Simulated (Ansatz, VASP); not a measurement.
## GdO: VASP beside Ansatz

```
Gd O
1.0
     0.00000    2.70897    2.70897
     2.70897    0.00000    2.70897
     2.70897    2.70897    0.00000
Gd O
1 1
Cartesian
  0.0000 0.0000 0.0000
  1.3545 1.3545 1.3545
```

Alike in both runs: task single point; functional PBE; k mesh 10 × 10 × 10; occupations gaussian, width 0.05 eV; collinear spin; Hubbard terms Gd f U = 6.0 eV.

```csv
,VASP,Ansatz
version,VASP 6.6.1,Ansatz 0.2.0
potentials or method,"VASP PAW PBE potentials, release 64 (Gd, O), cutoff 520 eV","scalar-relativistic, plane waves, PAW"
valence electrons in the cell,24,24
```

|  | VASP | Ansatz | Ansatz less VASP |
| --- | --- | --- | --- |
| gap on the k mesh at the Fermi level (eV) | none | none | - |
| pressure (GPa) | -1.1 | -1.1 | -0.06 |
| net moment per atom (μB) | 3.96 | 3.96 | -0.002 |
| size of the moment on the site where the two differ most (μB) | 7.07 | 7.02 | -0.047 |

Site moments also hang on the region over which each program counts them. The programs project onto different local orbitals, so the same U acts differently, and such runs can settle in different states. A gap of «none» marks a metal or a gap that the smearing closes. Ansatz's warnings: filled band counts differ across k points, stability check not made.

Neither program's run includes spin-orbit coupling.
